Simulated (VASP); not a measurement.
Input of a VASP 6.6.1 run:

POSCAR

```
SrO
1.0
    0.0000000000      2.5698000000      2.5698000000
    2.5698000000      0.0000000000      2.5698000000
    2.5698000000      2.5698000000      0.0000000000
Sr O
1 1
Direct
    0.0000000000      0.0000000000      0.0000000000
    0.4656049702      0.5000000000      0.5000000000
```

File INCAR.step1:

```
SYSTEM = SrO
ALGO = Normal
EDIFF = 1E-4
ENCUT = 520
GGA = PE
ISMEAR = 0
LASPH = .TRUE.
LCHARG = .FALSE.
LREAL = .FALSE.
LWAVE = .TRUE.
NBANDS = 15
NELM = 100
PREC = Accurate
SIGMA = 0.05
```

Contents of INCAR.step2:

```
SYSTEM = SrO
ALGO = Normal
EDIFF = 1E-6
ENCUT = 520
ISIF = 2
ISMEAR = 0
ISTART = 1
LASPH = .TRUE.
LCHARG = .TRUE.
LELF = .TRUE.
LMIXTAU = .TRUE.
LREAL = .FALSE.
LVHAR = .TRUE.
LWAVE = .FALSE.
METAGGA = R2SCAN
NBANDS = 15
NELM = 100
PREC = Accurate
SIGMA = 0.05
```

File KPOINTS:

```
k-points
0
G
  8 8 8
  0 0 0
```

Potentials or basis: VASP PAW PBE potentials, release 64 (Sr_sv, O).

Run with:

```console
$ cat potpaw_PBE.64/Sr_sv/POTCAR potpaw_PBE.64/O/POTCAR > POTCAR
$ cp INCAR.step1 INCAR
$ mpirun -np 1 vasp_std > vasp.out
$ cp INCAR.step2 INCAR
$ mpirun -np 1 vasp_std > vasp.out
```

Task: Predict the largest force.

Result: 0.335 eV/Å.

Task: Estimate the pressure.

Result: 2.1 GPa.

Task: Estimate the band gap on the k mesh.

Result: 3.84 eV, indirect (least direct gap 3.90 eV).

Stress tensor (GPa, compression positive):
```
 1.50  0.00  0.00
 0.00  2.46 -0.15
 0.00 -0.15  2.46
```

Caveat: the cell differs from its parent crystal (all O atoms moved +0.125 Å, as atom 2 towards its neighbour atom 2 (O) at 3.634 Å); the PAW data sets were made with another functional, which shifts forces and pressure a little. A k mesh can miss the band edges.
